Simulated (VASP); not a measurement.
Wanted: the native input for a VASP 6.6.1 run.

| Quantity | Value |
| --- | --- |
| Task | single point |
| Functional | PBEsol |
| Potentials or basis | VASP PAW PBE potentials, release 64 (Si, Ge_d) |
| Cutoff | 520 eV |
| k mesh | 12 × 12 × 6 |
| Occupations | gaussian, width 0.03 eV |
| Spin | no spin polarisation |
| Dipole correction | no |
| Further INCAR settings | ALGO = Normal; EDIFF = 1e-06; NBANDS = 26 |

The structure of SiGe lies in POSCAR:

```
SiGe
1.0
    3.9044512986      0.0000000000      0.0000000000
   -1.9522256493      3.3813540124      0.0000000000
    0.0000000000      0.0000000000      6.4507830000
Si Ge
2 2
Direct
    0.6666666667      0.3333333333      0.9521169705
    0.3333333333      0.6666666667      0.4521169705
    0.6666666667      0.3333333333      0.5003920000
    0.3333333333      0.6666666667      0.0003920000
```

This cell differs from its parent crystal: all Si atoms moved +0.500 Å, as atom 1 along Cartesian [0 0 1].

The input as run:

INCAR

```
SYSTEM = SiGe
PREC     = Accurate       ! precision mode
ENCUT    = 520            ! plane-wave cutoff, eV
EDIFF    = 1E-6           ! SCF threshold, eV
ISMEAR   = 0              ! smearing method
SIGMA    = 0.03           ! smearing width, eV
LREAL    = .False.        ! projectors in reciprocal space
LASPH    = .True.         ! aspherical terms in the spheres
NELM     = 100            ! most SCF steps
ALGO     = Normal         ! electronic algorithm
ISIF     = 2              ! what is computed and relaxed
LWAVE    = .False.        ! write WAVECAR
LCHARG   = .False.        ! write CHGCAR
GGA      = PS             ! functional
NBANDS   = 26             ! bands
```

KPOINTS

```
Automatic mesh
0
Gamma
  12 12 6
  0 0 0
```

Potentials or basis: VASP PAW PBE potentials, release 64 (Si, Ge_d).

The run is started by

```bash
$ cat potpaw_PBE.64/Si/POTCAR potpaw_PBE.64/Ge_d/POTCAR > POTCAR
$ mpirun -np 1 vasp_std > vasp.out
```

Results of the run:

| Property | Result |
| --- | --- |
| Pressure | 3.4 GPa |
| Largest force | 1.902 eV/Å |
| Band gap on the k mesh | zero (band 18 reaches 6.46 eV, above the bottom of band 19 at 5.26 eV) |

Caveat: the cell differs from its parent crystal (all Si atoms moved +0.500 Å, as atom 1 along Cartesian [0 0 1]); the PAW data sets were made with another functional, which shifts forces and pressure a little.

Wall time 4.9 min on 1 thread of AMD EPYC 7R13, with other jobs on the host, peak memory 0.25 GiB.
